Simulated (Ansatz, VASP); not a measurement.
Two plane-wave programs on TiAl

File INCAR:

```
SYSTEM = TiAl
PREC = Accurate ; ENCUT = 520
EDIFF = 1E-6 ; ISMEAR = 0
SIGMA = 0.15 ; LREAL = .False.
LASPH = .True. ; NELM = 80
ALGO = Fast ; ISIF = 2
LWAVE = .False. ; LCHARG = .False.
NBANDS = 14
```

The input KPOINTS:

```
Automatic mesh
0
Gamma
  16 16 16
  0 0 0
```

The input POSCAR:

```
TiAl
1.0
    3.0497853455      0.0000000000      0.0000000000
    0.0000000000      3.0497853455      0.0000000000
    0.0000000000      0.0000000000      2.8847919583
Ti Al
1 1
Direct
    0.0000000000      0.0000000000      0.0000000000
    0.5000000000      0.5000000000      0.5000000000
```

Input for Ansatz:

```yaml
crystal:
  lattice:
    - [3.0497853455, 0.0, 0.0]
    - [0.0, 3.0497853455, 0.0]
    - [0.0, 0.0, 2.8847919583]
  atoms:
    - { symbol: Ti, position: [0.0, 0.0, 0.0] }
    - { symbol: Al, position: [0.5, 0.5, 0.5] }
basis:
  ecutwfc: 520.0
kpoints:
  mp_grid: { grid: [16, 16, 16] }
hamiltonian:
  xc: lda
  pseudopotentials: { kind: paw, azcp: { folder: soft_1 } }
scf:
  occupations: { method: gaussian, width: 0.15 }
output:
  forces: true
  stress: true
  eigenvalues: true
  write_density: true
  write_potential: true
  elf: true
  volumetric_format: npy
```

Alike in both runs: task single point; functional LDA; k mesh 16 × 16 × 16; occupations gaussian, width 0.15 eV; no spin polarisation.

|  | VASP | Ansatz |
| --- | --- | --- |
| version | VASP 6.6.1 | Ansatz 0.2.0 |
| potentials or method | VASP PAW LDA potentials, release 64 (Ti_sv, Al), cutoff 520 eV | scalar-relativistic, plane waves, PAW |
| valence electrons in the cell | 15 | 15 |

```csv
,VASP,Ansatz,Ansatz less VASP
gap on the k mesh at the Fermi level (eV),none,none,-
pressure (GPa),21.0,20.8,-0.23
"traceless stress, the component that is largest in VASP (GPa)",-0.86,-0.84,+0.019
```

Ansatz warns that its potentials were made for another functional, while VASP's fit it. LDA's correlation is that of Perdew and Zunger in VASP and of Perdew and Wang (1992) in Ansatz. A gap of «none» marks a metal or a gap that the smearing closes.
